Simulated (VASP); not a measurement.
Input of a VASP 6.6.1 run:

File INCAR:

```
SYSTEM = Ti
ALGO     = Normal         ! electronic algorithm
EDIFF    = 1E-6           ! SCF threshold, eV
ENCUT    = 520            ! plane-wave cutoff, eV
GGA      = PS             ! functional
ISIF     = 2              ! what is computed and relaxed
ISMEAR   = -1             ! smearing method
LASPH    = .TRUE.         ! aspherical terms in the spheres
LCHARG   = .TRUE.         ! write CHGCAR
LELF     = .TRUE.         ! ELF
LREAL    = .FALSE.        ! projectors in reciprocal space
LVHAR    = .TRUE.       
LWAVE    = .FALSE.        ! write WAVECAR
NBANDS   = 12             ! bands
NELM     = 100            ! most SCF steps
PREC     = Accurate       ! precision mode
SIGMA    = 0.15           ! smearing width, eV
```

File KPOINTS:

```
k-points
0
G
  20 20 20
  0 0 0
```

POSCAR

```
Ti
1.0
   -1.6096527861      1.6096527861      1.6096527861
    1.6096527861     -1.6096527861      1.6096527861
    1.6096527861      1.6096527861     -1.6096527861
Ti
1
Direct
    0.0000000000      0.0000000000      0.0000000000
```

Potentials or basis: VASP PAW PBE potentials, release 64 (Ti_sv).

Run with:

```sh
$ cat potpaw_PBE.64/Ti_sv/POTCAR > POTCAR
$ mpirun -np 1 vasp_std > vasp.out
```

Q: What does it give for the band gap on the k mesh?

A: Zero (bands 6 and 7 overlap by 1.71 eV).

Q: What does it give for the pressure?

A: -0.3 GPa.

Caveat: the PAW data sets were made with another functional, which shifts forces and pressure a little.
